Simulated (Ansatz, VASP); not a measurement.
## AlNi3: VASP beside Ansatz

```
Ni Al
1.0
     3.52305    0.00000    0.00000
     0.00000    3.52305    0.00000
     0.00000    0.00000    3.52305
Ni Al
3 1
Direct
  0.50000 0.50000 0.00000
  0.50000 0.00000 0.50000
  0.00000 0.50000 0.50000
  0.00000 0.00000 0.00000
```

Alike in both runs: task single point; functional PBE; k mesh 8 × 8 × 8; occupations fermi-dirac, width 0.05 eV; collinear spin.

|  | VASP | Ansatz |
| --- | --- | --- |
| version | VASP 6.6.1 | Ansatz 0.2.0 |
| potentials or method | VASP PAW PBE potentials, release 64 (Ni, Al) | Ansatz PAW |
| plane-wave cutoff (eV) | 520 | 420 |
| valence electrons in the cell | 33 | 57 |

```tsv
	VASP	Ansatz	Ansatz less VASP
gap on the k mesh at the Fermi level (eV)	none	none	-
pressure (GPa)	7.2	7.3	+0.11
net moment per atom (μB)	0.17	0.18	+0.009
size of the moment on the site where the two differ most (μB)	0.24	0.26	+0.024
```

Site moments also hang on the region over which each program counts them. A gap of «none» marks a metal or a gap that the smearing closes. VASP's potentials hold 33 valence electrons a cell and Ansatz's 57, so a difference there can come from the potentials and not from the codes.
